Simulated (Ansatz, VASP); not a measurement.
# FePt in VASP and in Ansatz

```xyz
2
Lattice="2.7235 0.0000 0.0000 0.0000 2.7235 0.0000 0.0000 0.0000 3.7200" Properties=species:S:1:pos:R:3 pbc="T T T"
Pt    1.3618    1.3618    1.8600
Fe    0.0000    0.0000    0.0000
```

Alike in both runs: task relaxation of cell and atoms; functional PBEsol; dispersion D3(BJ); k mesh 10 × 10 × 7; occupations fermi-dirac, width 0.05 eV; collinear spin.

|  | VASP | Ansatz |
| --- | --- | --- |
| version | VASP 6.6.1 | Ansatz 0.2.0 |
| potentials or method | VASP PAW PBE potentials, release 64 (Pt, Fe) | Ansatz PAW |
| plane-wave cutoff (eV) | 600 | 420 |
| valence electrons in the cell | 18 | 34 |

|  | VASP | Ansatz | Ansatz less VASP |
| --- | --- | --- | --- |
| net moment per atom (μB) | 1.60 | 1.60 | +0.001 |
| size of the moment on the site where the two differ most (μB) | 0.34 | 0.39 | +0.055 |
| relaxed volume (Å³/atom) | 13.06 | 13.08 | +0.014 |
| relaxed length of the cell vector where the two differ most in proportion (Å) | 2.670 | 2.671 | +0.0012 |

VASP's potentials were made for PBE, not for PBEsol. Site moments also hang on the region over which each program counts them. VASP's potentials hold 18 valence electrons a cell and Ansatz's 34, so a difference there can come from the potentials and not from the codes.

Spin-orbit coupling is off throughout. Noted on Ansatz's run: the plane-wave basis is chosen anew once the cell has moved, so the energies of steps on either side of that aren't comparable.
